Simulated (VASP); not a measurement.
Wanted: the native input for a VASP 6.6.1 run.

```yaml
Task: single point
Functional: BLYP
Potentials_or_basis: VASP PAW PBE potentials, release 64 (Sn_d, Te)
Cutoff: 500 eV
k_mesh: 3 × 3 × 3
Occupations: gaussian, width 0.01 eV
Spin: no spin polarisation
Dipole_correction: no
Further_INCAR_settings: ALGO = Normal; EDIFF = 1e-06; NBANDS = 17
```

The structure of SnTe lies in POSCAR:

```
SnTe
1.0
    0.0000000000      3.6111500000      3.6111500000
    3.6111500000      0.0000000000      3.6111500000
    3.6111500000      3.6111500000      0.0000000000
Sn Te
1 1
Direct
    0.0000000000      0.0000000000      0.0000000000
    0.7500000000      0.7500000000      0.7500000000
```

These files were run (other wordings do the same):

INCAR

```
PREC = Accurate ; ENCUT = 500
EDIFF = 1E-6 ; ISMEAR = 0
SIGMA = 0.01 ; LREAL = F
LASPH = T ; NELM = 120
ALGO = Normal ; ISIF = 2
LWAVE = F ; LCHARG = T
GGA = B5 ; ALDAX = 1.0
AGGAX = 1.0 ; AGGAC = 1.0
ALDAC = 0.0 ; LELF = T
LVHAR = T ; NBANDS = 17
GGA_COMPAT = F
```

KPOINTS

```
regular mesh
0
Gamma
  3 3 3
```

Potentials or basis: VASP PAW PBE potentials, release 64 (Sn_d, Te).

Run with:

```sh
$ cat potpaw_PBE.64/Sn_d/POTCAR potpaw_PBE.64/Te/POTCAR > POTCAR
$ mpirun -np 1 vasp_std > vasp.out
```

Results of the run:

- Pressure: 0.9 GPa
- Band gap on the k mesh: 0.85 eV, indirect (least direct gap 1.01 eV)

Caveat: the k points lie up to 0.50 Å⁻¹ apart; the PAW data sets were made with another functional, which shifts forces and pressure a little; spin-orbit coupling is left out, which moves the levels of the heavy elements.

Wall time 24 s on 1 thread of Intel(R) Xeon(R) 6975P-C (Granite Rapids), with other jobs on the host, peak memory 0.23 GiB.
